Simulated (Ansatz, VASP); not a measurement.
## Two plane-wave programs on Cd

The input INCAR:

```
SYSTEM = Cd
PREC = Accurate
ENCUT = 520
EDIFF = 1E-7
ISMEAR = -1
SIGMA = 0.1
LREAL = .False.
LASPH = .True.
NELM = 80
ALGO = Normal
ISIF = 2
LWAVE = .False.
LCHARG = .False.
GGA = PS
NBANDS = 19
```

File KPOINTS:

```
Automatic mesh
0
Gamma
  10 10 10
  0 0 0
```

Contents of POSCAR:

```
Cd
1.0
    0.0000000000      3.2208476881      3.2208476881
    3.2208476881      0.0000000000      3.2208476881
    3.2208476881      3.2208476881      0.0000000000
Cd
2
Direct
    0.1250000000      0.1250000000      0.1250000000
    0.8750000000      0.8750000000      0.8750000000
```

Input for Ansatz:

```yaml
crystal:
  lattice:
    - [0.0, 3.2208476881, 3.2208476881]
    - [3.2208476881, 0.0, 3.2208476881]
    - [3.2208476881, 3.2208476881, 0.0]
  atoms:
    - { symbol: Cd, position: [0.125, 0.125, 0.125] }
    - { symbol: Cd, position: [0.875, 0.875, 0.875] }
hamiltonian:
  xc: pbesol
  pseudopotentials:
    kind: paw
    azcp:
      Cd: "pseudopotentials/Cd.paw.azcp"
basis:
  ecutwfc: 420
  fft_grid_basis: typed
kpoints:
  mp_grid: { grid: [10, 10, 10], shift: [0, 0, 0] }
magnetization:
  spin_polarized: false
scf:
  occupations: { method: fermi_dirac, width: 0.1 }
  lower_state_search: "off"
output:
  stress: true
```

Alike in both runs: task single point; functional PBEsol; k mesh 10 × 10 × 10; occupations fermi-dirac, width 0.1 eV; no spin polarisation.

```csv
,VASP,Ansatz
version,VASP 6.6.1,Ansatz 0.2.0
potentials or method,"VASP PAW PBE potentials, release 64 (Cd), cutoff 520 eV","plane waves (420 eV) with PAW, scalar-relativistic"
valence electrons in the cell,24,40
```

|  | VASP | Ansatz | Ansatz less VASP |
| --- | --- | --- | --- |
| pressure (GPa) | 0.3 | 0.1 | -0.22 |

VASP's potentials were made for PBE, not for PBEsol, and Ansatz warns of the same on its side. With one functional, cell and mesh, what is left measures potentials, basis and numerics. VASP's potentials hold 24 valence electrons a cell and Ansatz's 40, so a difference there can come from the potentials and not from the codes.
